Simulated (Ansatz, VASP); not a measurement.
Sr3Zn2H in VASP and in Ansatz

```xyz
6
Lattice="5.1312 0.0000 0.0000 0.0000 5.1312 0.0000 0.0000 0.0000 8.6281" Properties=species:S:1:pos:R:3 pbc="T T T"
Sr    2.5656    0.0000    0.2176
Sr    0.0000    2.5656    0.2176
Sr    2.5656    2.5656    3.6612
Zn    2.5656    2.5656    6.8932
Zn    0.0000    0.0000    2.3098
H     0.0000    0.0000    3.9571
```

Change from the starting cell: species swapped into the Zr2As3Se type (P4mm, No. 99).

Alike in both runs: functional PBE; k mesh 8 × 8 × 6; occupations gaussian, width 0.1 eV; no spin polarisation.

Ansatz relaxed the structure, and its values are those at the end. VASP's run is a single point on that final structure, the one shown.

```csv
,VASP,Ansatz
version,VASP 6.6.1,Ansatz 0.2.0
potentials or method,"VASP PAW PBE potentials, release 64 (Sr_sv, Zn, H), cutoff 520 eV","scalar-relativistic, plane waves, PAW"
valence electrons in the cell,55,55
```

Ansatz gave:

- gap on the k mesh at the Fermi level (eV): none
- pressure (GPa): 0.0
- rms of the force components (eV/Å): 0.003

Task: What did VASP give for the same quantities?

Result: gap on the k mesh at the Fermi level (eV): none; pressure (GPa): 0.1; rms of the force components (eV/Å): 0.011.

A gap of «none» marks a metal or a gap that the smearing closes.
